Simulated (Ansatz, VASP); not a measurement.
One calculation of Sc, two programs

INCAR

```
ALGO = Normal
EDIFF = 1E-7
ENCUT = 520
GGA = PE
ISIF = 2
ISMEAR = -1
LASPH = T
LCHARG = T
LELF = T
LREAL = F
LVHAR = T
LWAVE = F
NBANDS = 18
NELM = 100
PREC = Accurate
SIGMA = 0.03
```

File KPOINTS:

```
k-points
0
Gamma
  13 13 7
```

The input POSCAR:

```
Sc
1.0
    3.4080618342      0.0000000000      0.0000000000
   -1.7040309171      2.9514681260      0.0000000000
    0.0000000000      0.0000000000      5.2680000000
Sc
2
Direct
    0.3333333333      0.6666666667      0.2500000000
    0.6666666667      0.3333333333      0.7500000000
```

Input for Ansatz:

```yaml
crystal:
  lattice:
    - [3.4080618342, 0.0, 0.0]
    - [-1.7040309171, 2.951468126, 0.0]
    - [0.0, 0.0, 5.268]
  atoms:
    - { symbol: Sc, position: [0.3333333333, 0.6666666667, 0.25] }
    - { symbol: Sc, position: [0.6666666667, 0.3333333333, 0.75] }
kpoints:
  mp_grid: { grid: [13, 13, 7] }
scf:
  occupations: { method: fermi_dirac, width: 0.03 }
hamiltonian:
  xc: pbe
  pseudopotentials: { kind: all_electron, lapw: { basis_error: 0.0005 } }
output:
  forces: true
  stress: true
  eigenvalues: true
```

Change from the starting cell: x and y stretched by +3 %, z held.

Alike in both runs: task single point; functional PBE; k mesh 13 × 13 × 7; occupations fermi-dirac, width 0.03 eV; no spin polarisation.

```csv
,VASP,Ansatz
version,VASP 6.6.1,Ansatz 0.2.0
potentials or method,"VASP PAW PBE potentials, release 64 (Sc_sv), cutoff 520 eV","all-electron LAPW, scalar-relativistic"
```

|  | VASP | Ansatz | Ansatz less VASP |
| --- | --- | --- | --- |
| pressure (GPa) | -3.5 | -3.5 | -0.02 |
| traceless stress, the component that is largest in VASP (GPa) | 0.33 | 0.32 | -0.004 |

Ansatz ran all-electron here, and VASP with PAW potentials.
